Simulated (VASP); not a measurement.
# Hg (C2/m) in VASP: single point with PBE

Aim: the single point of Hg with PBE.

Everything below comes from runs of VASP 6.6.1. Logs are shortened: lines on timing, memory, paths and dates and some standing lists are left out, and cuts for length are marked.

## Step 1: The cell of the first run

Symmetry: C2/m, No. 12, monoclinic system. Conventional cell: a = 4.357 Å, b = 4.259 Å, c = 2.815 Å, α = 90.00°, β = 92.49°, γ = 90.00°. Within 3.7 Å of Hg (site symmetry 2/m) lie 6 Hg at 2.81 to 3.05 Å.

## Step 2: Single point, PBE (strained)

INCAR reads:

```
SYSTEM = Hg
  ALGO = Normal
  EDIFF = 1E-6
  ENCUT = 550
  GGA = PE
  GGA_COMPAT = .False.
  ISIF = 2
  ISMEAR = 0
  LASPH = .True.
  LCHARG = .False.
  LREAL = .False.
  LWAVE = .False.
  NBANDS = 16
  NELM = 120
  PREC = Accurate
  SIGMA = 0.1
```

KPOINTS reads:

```
k-points
0
Gamma
  14 14 14
  0 0 0
```

POSCAR reads:

```
Hg
1.0
    2.1769875393     -2.1294111114      0.0820762883
    2.1769875393      2.1294111114      0.0820762883
   -0.2281566587      0.0000000000      2.8056602689
Hg
1
Direct
    0.5000000000      0.5000000000      0.5000000000
```

Potentials or basis: VASP PAW PBE potentials, release 64 (Hg_sv_GW).

On the command line:

```console
cat potpaw_PBE.64/Hg_sv_GW/POTCAR > POTCAR
mpirun -np 1 vasp_std > vasp.out
```

OUTCAR:

```text
SYSTEM = Hg
   EDIFF = 1E-6
   ENCUT = 550
   GGA = PE
   ISIF = 2
   ISMEAR = 0
   LASPH = .True.
   LREAL = .False.
   NELM = 120
   PREC = Accurate

 ion  position               nearest neighbor table
   1  0.500  0.500  0.500-

  LATTYP: Found a base centered monoclinic cell.
 ALAT       =     4.3570684013
 B/A-ratio  =     0.9774513114
 C/A-ratio  =     0.6460586770
 COS(beta)  =    -0.0434439810

  Lattice vectors:

 A1 = (   2.1769875393,  -2.1294111114,   0.0820762883)
 A2 = (   2.1769875393,   2.1294111114,   0.0820762883)
 A3 = (  -0.2281566587,   0.0000000000,   2.8056602689)

Analysis of symmetry for initial positions (statically):
=====================================================================
 Subroutine PRICEL returns:
 Original cell was already a primitive cell.

 Routine SETGRP: Setting up the symmetry group for a
 base centered monoclinic supercell.

 Subroutine GETGRP returns: Found  4 space group operations
 (whereof  4 operations were pure point group operations)
 out of a pool of  4 trial point group operations.

The static configuration has the point symmetry C_2h.

Analysis of symmetry for dynamics (positions and initial velocities):
=====================================================================
 Subroutine PRICEL returns:
 Original cell was already a primitive cell.

 Routine SETGRP: Setting up the symmetry group for a
 base centered monoclinic supercell.

 Subroutine GETGRP returns: Found  4 space group operations
 (whereof  4 operations were pure point group operations)
 out of a pool of  4 trial point group operations.

The dynamic configuration has the point symmetry C_2h.

 Subroutine INISYM returns: Found  4 space group operations
 (whereof  4 operations are pure point group operations),
 and found     1 'primitive' translations

----------------------------------------------------------------------------------------

                                     Primitive cell

  volume of cell :      26.0922

  direct lattice vectors                    reciprocal lattice vectors
     2.176987539 -2.129411111  0.082076288     0.228973166 -0.234806702  0.018620128
     2.176987539  2.129411111  0.082076288     0.228973166  0.234806702  0.018620128
    -0.228156659  0.000000000  2.805660269    -0.013396681  0.000000000  0.355332921

  length of vectors
     3.046375378  3.046375378  2.814921847     0.328495977  0.328495977  0.355585370

  position of ions in fractional coordinates (direct lattice)
     0.500000000  0.500000000  0.500000000

  ion indices of the primitive-cell ions
   primitive index   ion index
                 1           1

----------------------------------------------------------------------------------------

 KPOINTS: k-points

Automatic generation of k-mesh.
 Grid dimensions read from file:
 generate k-points for:   14   14   14

 Generating k-lattice:

  Cartesian coordinates                     Fractional coordinates (reciprocal lattice)
     0.016355226 -0.016771907  0.001330009     0.071428571  0.000000000  0.000000000
     0.016355226  0.016771907  0.001330009     0.000000000  0.071428571  0.000000000
    -0.000956906  0.000000000  0.025380923     0.000000000  0.000000000  0.071428571

  Length of vectors
     0.023463998  0.023463998  0.025398955

  Shift w.r.t. Gamma in fractional coordinates (k-lattice)
     0.000000000  0.000000000  0.000000000

 Subroutine IBZKPT returns following result:
 ===========================================

 Found    744 irreducible k-points:

 Following reciprocal coordinates:
            Coordinates               Weight
  0.000000  0.000000  0.000000      1.000000
  0.071429 -0.000000  0.000000      4.000000
  0.142857 -0.000000  0.000000      4.000000
  0.214286  0.000000  0.000000      4.000000
  0.285714  0.000000  0.000000      4.000000
  0.357143  0.000000 -0.000000      4.000000
[... 16 lines left out ...]
  0.214286  0.142857  0.000000      4.000000
  0.285714  0.142857  0.000000      4.000000
 [... further k-points ...]
   k-points           NKPTS =    744   k-points in BZ     NKDIM =    744   number of bands    NBANDS=     16
   number of dos      NEDOS =    301   number of ions     NIONS =      1
   total plane-waves  NPLWV =  13824
   dimension x,y,z NGX =    24 NGY =   24 NGZ =   24
   dimension x,y,z NGXF=    48 NGYF=   48 NGZF=   48
   ions per type =               1
   NGX,Y,Z   is equivalent  to a cutoff of  13.10, 13.10, 14.17 a.u.
   NGXF,Y,Z  is equivalent  to a cutoff of  26.19, 26.19, 28.35 a.u.
 SYSTEM =  Hg
   PREC   = accura    normal or accurate (medium, high low for compatibility)
   ISTART =      0    job   : 0-new  1-cont  2-samecut
   ICHARG =      2    charge: 1-file 2-atom 10-const
   ISPIN  =      1    spin polarized calculation?
   LNONCOLLINEAR =      F non collinear calculations
   LSORBIT =      F    spin-orbit coupling
   LASPH  =      T    aspherical Exc in radial PAW
   ENCUT  =  550.0 eV  40.42 Ry    6.36 a.u.   5.83  5.83  5.38*2*pi/ulx,y,z
   NELM   =    120;   NELMIN=  2; NELMDL= -5     # of ELM steps
   EDIFF  = 0.1E-05   stopping-criterion for ELM
   LREAL  =      F    real-space projection
[... 7 lines left out ...]
   TEBEG  =    0.0;   TEEND  =   0.0 temperature during run
   PSTRESS=    0.0 pullay stress
   NELECT =      20.0000    total number of electrons
   NUPDOWN=      -1.0000    fix difference up-down
   EMIN   =  10.00;   EMAX   =-10.00  energy-range for DOS
   EFERMI =   0.00;   METHOD = LEGACY
   ISMEAR =     0;   SIGMA  =   0.10  broadening in eV -4-tet -1-fermi 0-gaus
   EFERMI_NEDOS =   21; number of points for ismear=-14 and -15
   IALGO  =     38    algorithm
   IMIX   =      4    mixing-type and parameters
     AMIX     =   0.40;   BMIX     =  1.00
     AMIX_MAG =   1.60;   BMIX_MAG =  1.00
  volume/ion in A,a.u.               =      26.09       176.08
  Fermi-wavevector in a.u.,A,eV,Ry     =   1.498240  2.831264 30.541327  2.244724
  Thomas-Fermi vector in A             =   2.610025
   LORBIT       =      0    0 simple, 1 ext, 2 COOP (PROOUT), +10 PAW based schemes
   GGA     = PE    functional components
   LHFCALC =     F    Hartree Fock is set to
   AEXX    =    0.0000 exact exchange contribution
   IVDW    =     0    specifies the selected vdW correction
   LEPSILON=     F    determine dielectric tensor
   LRPA    =     F    only Hartree local field effects (RPA)
 non-spin polarized calculation
 Gauss-broadening in eV      SIGMA  =   0.10
  energy-cutoff  :      550.00
  volume of cell :       26.09
 maximum number of plane-waves:       781
   NGX = 11   NGY = 11   NGZ = 11

 number of electron      19.9999994 magnetization

 Free energy of the ion-electron system (eV)
  ---------------------------------------------------
  ext. energy  EPLUGINS =         0.00000000
  ---------------------------------------------------
  free energy    TOTEN  =        -0.12310199 eV

  energy without entropy =       -0.12169944  energy(sigma->0) =       -0.12240071

 E-fermi :   5.0990     XC(G=0): -10.6272

 val. band max:        5.0884534374   @ k =  -0.2857   0.2857   0.5000
 cond. band min:       5.1246804618   @ k =   0.4286   0.4286   0.2857
 fundamental gap:      0.0362270243
 Fermi energy:         5.0989514657

 k-point     1 :       0.0000    0.0000    0.0000
  band No.  band energies     occupation
      1    -109.9797      2.00000
      2     -58.2892      2.00000
      3     -58.2883      2.00000
      4     -58.2865      2.00000
      5      -3.7384      2.00000
      6      -3.1182      2.00000
[... 8 lines left out ...]
     15      19.8861      0.00000
     16      22.1904      0.00000

 k-point     2 :       0.0714   -0.0000    0.0000
  band No.  band energies     occupation
      1    -109.9797      2.00000
      2     -58.2908      2.00000
      3     -58.2885      2.00000
      4     -58.2865      2.00000
      5      -3.6985      2.00000
      6      -3.0586      2.00000
[... 8 lines left out ...]
     15      20.4413      0.00000
     16      22.0955      0.00000

 k-point     3 :       0.1429   -0.0000    0.0000
  band No.  band energies     occupation
      1    -109.9795      2.00000
      2     -58.2962      2.00000
      3     -58.2882      2.00000
      4     -58.2861      2.00000
      5      -3.6115      2.00000
      6      -2.9679      2.00000
[... 8 lines left out ...]
     15      21.7706      0.00000
     16      22.3442      0.00000

 k-point     4 :       0.2143    0.0000    0.0000
  band No.  band energies     occupation
      1    -109.9794      2.00000
      2     -58.3040      2.00000
      3     -58.2877      2.00000
      4     -58.2856      2.00000
      5      -3.5226      2.00000
      6      -2.8955      2.00000
[... 8 lines left out ...]
     15      21.4996      0.00000
     16      24.6389      0.00000

 k-point     5 :       0.2857    0.0000    0.0000
  band No.  band energies     occupation
      1    -109.9791      2.00000
      2     -58.3127      2.00000
      3     -58.2871      2.00000
      4     -58.2850      2.00000
      5      -3.4464      2.00000
      6      -2.8228      2.00000
[... 8 lines left out ...]
     15      21.2480      0.00000
     16      24.9660      0.00000

 k-point     6 :       0.3571    0.0000   -0.0000
  band No.  band energies     occupation
      1    -109.9789      2.00000
      2     -58.3205      2.00000
      3     -58.2866      2.00000
      4     -58.2844      2.00000
      5      -3.3873      2.00000
      6      -2.7561      2.00000
[... 8 lines left out ...]
     15      21.1253      0.00000
     16      24.0535      0.00000
[... 267 lines left out ...]
 k-point    21 :      -0.0714    0.0714    0.0000
  band No.  band energies     occupation
      1    -109.9796      2.00000
      2     -58.2911      2.00000
      3     -58.2901      2.00000
      4     -58.2864      2.00000
      5      -3.6620      2.00000
      6      -2.9710      2.00000
[... 8 lines left out ...]
     15      20.6735      0.00000
     16      22.0055      0.00000

 k-point    22 :       0.1429    0.1429    0.0000
  band No.  band energies     occupation
      1    -109.9794      2.00000
      2     -58.2962      2.00000
      3     -58.2948      2.00000
      4     -58.2857      2.00000
      5      -3.5293      2.00000
      6      -2.5994      2.00000
[... 8 lines left out ...]
     15      21.9791      0.00000
     16      22.3293      0.00000

 k-point    23 :       0.2143    0.1429    0.0000
  band No.  band energies     occupation
      1    -109.9792      2.00000
      2     -58.3035      2.00000
      3     -58.2949      2.00000
      4     -58.2852      2.00000
      5      -3.4633      2.00000
      6      -2.5108      2.00000
[... 8 lines left out ...]
     15      22.0630      0.00000
     16      23.4790      0.00000

 k-point    24 :       0.2857    0.1429    0.0000
  band No.  band energies     occupation
      1    -109.9789      2.00000
      2     -58.3122      2.00000
      3     -58.2943      2.00000
      4     -58.2846      2.00000
      5      -3.4004      2.00000
      6      -2.4357      2.00000
[... 8 lines left out ...]
     15      21.8531      0.00000
     16      23.7585      0.00000

 [... further k-points ...]

------------------------ aborting loop because EDIFF is reached ----------------------------------------

  FORCE on cell =-STRESS in cart. coord.  units (eV):
  Direction    XX          YY          ZZ          XY          YZ          ZX
  --------------------------------------------------------------------------------------
  -------------------------------------------------------------------------------------
  Total        0.3902939      0.3870322      1.1406434      0.0000000      0.0000000     -0.0675639
  in kB       23.9658224     23.7655413     70.0407010      0.0000000      0.0000000     -4.1487314
  external PRESSURE =      39.2573549 kB  Pullay stress =       0.0000000 kB

 VOLUME and BASIS-vectors are now :
 -----------------------------------------------------------------------------
  energy-cutoff  :      550.00
  volume of cell :       26.09
      direct lattice vectors                 reciprocal lattice vectors
     2.176987539 -2.129411111  0.082076288     0.228973166 -0.234806702  0.018620128
     2.176987539  2.129411111  0.082076288     0.228973166  0.234806702  0.018620128
    -0.228156659  0.000000000  2.805660269    -0.013396681  0.000000000  0.355332921

 POSITION                                       TOTAL-FORCE (eV/Angst)
 -----------------------------------------------------------------------------------
      2.06291      0.00000      1.48491         0.000000      0.000000      0.000000
 -----------------------------------------------------------------------------------
    total drift:                               -0.000000     -0.000000     -0.000000

  FREE ENERGIE OF THE ION-ELECTRON SYSTEM (eV)
  ---------------------------------------------------
  free  energy   TOTEN  =        -0.1231019867 eV

  energy  without entropy=       -0.1216994370  energy(sigma->0) =       -0.12240071
```

Run time: 96 s. Hardware: 1 thread of AMD EPYC 9R45 (Zen 5), shared host; peak memory 0.45 GiB.

Results:

```
Free energy            : -0.1231 eV
Pressure               : 3.9 GPa
Band gap on the k mesh : zero (bands 10 and 11 overlap by 6.14 eV)
```

Caveat: the cell differs from its parent crystal (strained); the cell stands under pressure; spin-orbit coupling is left out, which moves the levels of the heavy elements.

The gap in the log of VASP goes by the Fermi energy; the results here count the filled bands.